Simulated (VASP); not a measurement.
Here is a VASP 6.6.1 calculation.

INCAR

```
SYSTEM = Cd4SeS3
PREC = Accurate ; ENCUT = 520
EDIFF = 1E-6 ; ISMEAR = 0
SIGMA = 0.02 ; LREAL = .False.
LASPH = .True. ; NELM = 80
ALGO = Normal ; ISIF = 2
LWAVE = .False. ; LCHARG = .False.
GGA = PE ; NBANDS = 46
```

The input KPOINTS:

```
Automatic mesh
0
Gamma
  6 6 4
  0 0 0
```

The input POSCAR:

```
Cd4SeS3
1.0
    4.3761802564      0.0000000000      0.0000000000
    0.0000000000      4.3761802564      0.0000000000
    0.0000000000      0.0000000000     12.3621822761
Cd Se S
4 1 3
Direct
    0.5000000000      0.0000000000      0.6216464931
    0.0000000000      0.5000000000      0.8658182522
    0.5000000000      0.0000000000      0.1341817478
    0.0000000000      0.5000000000      0.3783535069
    0.0000000000      0.0000000000      0.0000000000
    0.5000000000      0.5000000000      0.2564765096
    0.0000000000      0.0000000000      0.5000000000
    0.5000000000      0.5000000000      0.7435234904
```

Potentials or basis: VASP PAW PBE potentials, release 64 (Cd, Se, S).

Command:

```sh
$ cat potpaw_PBE.64/Cd/POTCAR potpaw_PBE.64/Se/POTCAR potpaw_PBE.64/S/POTCAR > POTCAR
$ mpirun -np 1 vasp_std > vasp.out
```

**Question.** Estimate the band gap on the k mesh.

**Answer.** 0.63 eV.

**Question.** Predict the pressure.

**Answer.** -3.7 GPa.

Forces on the atoms (eV/Å):
```
Cd   0.000  0.000 -0.001
Cd   0.000  0.000  0.009
Cd   0.000  0.000 -0.009
Cd   0.000  0.000  0.001
Se   0.000  0.000  0.000
S    0.000  0.000  0.002
S    0.000  0.000  0.000
S    0.000  0.000 -0.002
```

Caveat: the cell stands under tension. A k mesh can miss the band edges.
